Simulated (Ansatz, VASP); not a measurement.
Two plane-wave programs on Al2O3

The input INCAR:

```
SYSTEM = Al2O3
PREC = Accurate
ENCUT = 520
EDIFF = 1E-6
ISMEAR = 0
SIGMA = 0.05
LREAL = .False.
LASPH = .True.
NELM = 100
ALGO = Normal
ISIF = 2
LWAVE = .False.
LCHARG = .True.
LELF = .True.
LVHAR = .True.
NBANDS = 20
```

File KPOINTS:

```
regular mesh
0
Gamma
  12 12 4
  0 0 0
```

POSCAR

```
Al2O3
1.0
    3.2588811475      0.0000000000      0.0000000000
   -1.6294405738      2.8222738617      0.0000000000
    0.0000000000      0.0000000000      8.1806068824
Al O
2 3
Direct
    0.0000000000      0.0000000000      0.2779510000
    0.0000000000      0.0000000000      0.7220490000
    0.3333333333      0.6666666667      0.1994540000
    0.6666666667      0.3333333333      0.8005460000
    0.0000000000      0.0000000000      0.5000000000
```

Input for Ansatz:

```yaml
crystal:
  lattice:
    - [3.2588811475, 0.0, 0.0]
    - [-1.6294405738, 2.8222738617, 0.0]
    - [0.0, 0.0, 8.1806068824]
  atoms:
    - { symbol: Al, position: [0.0, 0.0, 0.277951] }
    - { symbol: Al, position: [0.0, 0.0, 0.722049] }
    - { symbol: O, position: [0.3333333333, 0.6666666667, 0.199454] }
    - { symbol: O, position: [0.6666666667, 0.3333333333, 0.800546] }
    - { symbol: O, position: [0.0, 0.0, 0.5] }
basis:
  ecutwfc: 420
kpoints:
  mp_grid: { grid: [12, 12, 4] }
hamiltonian:
  xc: lda
scf:
  occupations: { method: gaussian, width: 0.05 }
output:
  forces: true
  stress: true
  eigenvalues: true
```

Change from the starting cell: strain +0.080 along x and y, +0.080 along z, atoms carried along.

Alike in both runs: task single point; functional LDA; k mesh 12 × 12 × 4; occupations gaussian, width 0.05 eV; no spin polarisation.

|  | VASP | Ansatz |
| --- | --- | --- |
| version | VASP 6.6.1 | Ansatz 0.2.0 |
| potentials or method | VASP PAW LDA potentials, release 64 (Al, O), cutoff 520 eV | scalar-relativistic, plane waves, PAW |
| valence electrons in the cell | 24 | 24 |

VASP gave:

| Property | Result |
| --- | --- |
| gap on the k mesh at the Fermi level (eV) | 0.70 |
| least direct gap on the mesh (eV) | 0.70 |
| pressure (GPa) | -28.4 |
| traceless stress, the component that is largest in VASP (GPa) | -3.51 |
| rms of the force components (eV/Å) | 0.876 |

Estimate Ansatz's values.

gap on the k mesh at the Fermi level (eV): 0.72; least direct gap on the mesh (eV): 0.72; pressure (GPa): -28.6; traceless stress, the component that is largest in VASP (GPa): -3.73; rms of the force components (eV/Å): 0.895.

LDA's correlation is that of Perdew and Zunger in VASP and of Perdew and Wang (1992) in Ansatz. Atom by atom the forces differ by 0.023 eV/Å (rms over components). Both programs put the cell under strong tension, so it lies far from rest at this level.
